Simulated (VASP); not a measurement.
Wanted: the native input for a VASP 6.6.1 run.

```yaml
Task: single point
Functional: PBE
Potentials_or_basis: VASP PAW PBE potentials, release 64 (W_sv, S)
Cutoff: 520 eV
k_mesh: 10 × 10 × 3
Occupations: fermi-dirac, width 0.05 eV
Spin: no spin polarisation
Dipole_correction: no
Further_INCAR_settings: ALGO = Normal; EDIFF = 1e-06; NBANDS = 35
```

The structure of WS2 lies in POSCAR:

```
WS2
1.0
    3.1877424730      0.0000000000      0.0000000000
   -1.5938712365      2.7606659624      0.0000000000
    0.0000000000      0.0000000000     14.8551577480
W S
2 4
Direct
    0.6666666667      0.3333333333      0.7500000000
    0.3333333333      0.6666666667      0.2500000000
    0.6666666667      0.3333333333      0.3557595630
    0.3333333333      0.6666666667      0.8557595630
    0.6666666667      0.3333333333      0.1442404370
    0.3333333333      0.6666666667      0.6442404370
```

These files were run (other wordings do the same):

INCAR

```
SYSTEM = WS2
PREC = Accurate ; ENCUT = 520
EDIFF = 1E-6 ; ISMEAR = -1
SIGMA = 0.05 ; LREAL = .FALSE.
LASPH = .TRUE. ; NELM = 60
ALGO = Normal ; ISIF = 2
LWAVE = .FALSE. ; LCHARG = .FALSE.
GGA = PE ; NBANDS = 35
```

KPOINTS

```
Automatic mesh
0
G
  10 10 3
  0 0 0
```

Potentials or basis: VASP PAW PBE potentials, release 64 (W_sv, S).

Launch:

```bash
$ cat potpaw_PBE.64/W_sv/POTCAR potpaw_PBE.64/S/POTCAR > POTCAR
$ mpirun -np 1 vasp_std > vasp.out
```

Results of the run:

```json
{
  "Pressure": "0.0 GPa",
  "Band gap on the k mesh": "1.78 eV (least direct gap 2.14 eV)"
}
```

Caveat: spin-orbit coupling is left out, which moves the levels of the heavy elements; an odd mesh through Γ misses points on the zone boundary, where band edges can lie; this functional lacks dispersion, which binds the layers, so the pressure and a relaxed spacing across them are unreliable.

Run time: 3.4 min on 1 thread of Intel Xeon 8259CL (shared host), peak memory 0.3 GiB.
